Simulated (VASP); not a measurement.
Input of a VASP 6.6.1 run:

Contents of INCAR:

```
  PREC = Accurate
  ENCUT = 600
  EDIFF = 1E-6
  ISMEAR = -1
  SIGMA = 0.05
  LREAL = F
  LASPH = T
  NELM = 100
  ALGO = Normal
  ISIF = 3
  LWAVE = F
  LCHARG = F
  GGA = CA
  IBRION = 2
  NSW = 60
  EDIFFG = -0.01
```

File KPOINTS:

```
regular mesh
0
Gamma
  11 11 6
```

The input POSCAR:

```
Ru
1.0
    2.7058000000      0.0000000000      0.0000000000
   -1.3529000000      2.3432915376      0.0000000000
    0.0000000000      0.0000000000      4.2819000000
Ru
2
Direct
    0.6666666667      0.3333333333      0.7500000000
    0.3333333333      0.6666666667      0.2500000000
```

Potentials or basis: VASP PAW LDA potentials, release 64 (Ru_pv).

Run with:

```bash
$ cat potpaw_LDA.64/Ru_pv/POTCAR > POTCAR
$ mpirun -np 1 vasp_std > vasp.out
```

(1) What does it give for the space group after relaxing (to 0.1 Å)?

(2) Predict the relaxed cell.

(3) Estimate the relaxed volume.

(4) Estimate the band gap on the k mesh.

## Answers

(1) P6_3/mmc (No. 194).

(2) a = 2.676 Å, b = 2.676 Å, c = 4.233 Å, α = 90.00°, β = 90.00°, γ = 120.00°.

(3) 13.13 Å³/atom.

(4) zero (bands 14 and 15 overlap by 3.25 eV).
